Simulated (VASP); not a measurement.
The system is Ag.

```
Ag
1.0
     1.47305    0.85046    7.20465
    -1.47305    0.85046    7.20465
     0.00000   -1.70093    7.20465
Ag
3
Direct
  0.22228 0.22228 0.22228
  0.77772 0.77772 0.77772
  0.00000 0.00000 0.00000
```

Base run:

- Program: VASP 6.6.1
- Functional: PBE
- Potentials or basis: VASP PAW PBE potentials, release 64 (Ag)
- Cutoff: 520 eV
- k mesh: 10 × 10 × 10
- Occupations: fermi-dirac, width 0.05 eV
- Spin: no spin polarisation

Its results: band gap on the k mesh zero (an odd number of electrons rules out a gap without spin polarisation); pressure -0.7 GPa.

Q: The run is repeated on the same cell with these changes: functional from PBE to LDA; potentials or basis from VASP PAW PBE potentials, release 64 (Ag) to VASP PAW LDA potentials, release 64 (Ag). What comes out?

A: Band gap on the k mesh zero (an odd number of electrons rules out a gap without spin polarisation); pressure -11.3 GPa.

Caveats: the cell stands under tension (at least some runs).
